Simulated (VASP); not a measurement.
Runs of VASP 6.6.1 on HgTe. The structure is that of space group F-43m (No. 216), or close to it. The cells are those of the table. 

```tsv
level	cell	k mesh	smearing	grid for exact exchange (PRECFOCK)	share of exact exchange	screening parameter	gap on the mesh (eV)	pressure (GPa)
PBE	a = 4.546 Å, angles 60.0°, 2 atoms	7 × 7 × 7	gaussian 0.02 eV	-	-	-	none	4.6
PBE-based screened hybrid with 25 % exact exchange	a = 4.576 Å, angles 60.0°, 2 atoms	4 × 4 × 4	fermi-dirac 0.05 eV	Normal	0.25	0.3 1/Å	none	(a)
PBE-based screened hybrid with 25 % exact exchange	a = 4.635 Å, angles 60.0°, 2 atoms	4 × 4 × 4	fermi-dirac 0.05 eV	Normal	0.25	0.3 1/Å	none	0.7
PBE-based screened hybrid with 25 % exact exchange	a = 4.606 Å, angles 60.0°, 2 atoms	4 × 4 × 4	fermi-dirac 0.05 eV	Normal	0.25	0.3 1/Å	none	1.6
```

Alike in all rows: potentials or basis VASP PAW PBE potentials, release 64 (Hg, Te); no spin polarisation; cutoff (eV) 520.

Problem. Estimate the missing entries.

Solution. (a) 2.5.

Caveats: some runs use coarse meshes; spin-orbit coupling is left out, which moves the levels of the heavy elements; the PAW data sets were made with another functional, which shifts forces and pressure a little (at least some runs); the cell stands under pressure (at least some runs); semilocal functionals underestimate gaps, and a narrow one can read as zero (at least some runs).

A k mesh can miss the band edges, and the runs leave out spin-orbit coupling on Hg, Te.

A gap of «none» marks levels without a gap at the run's occupations.
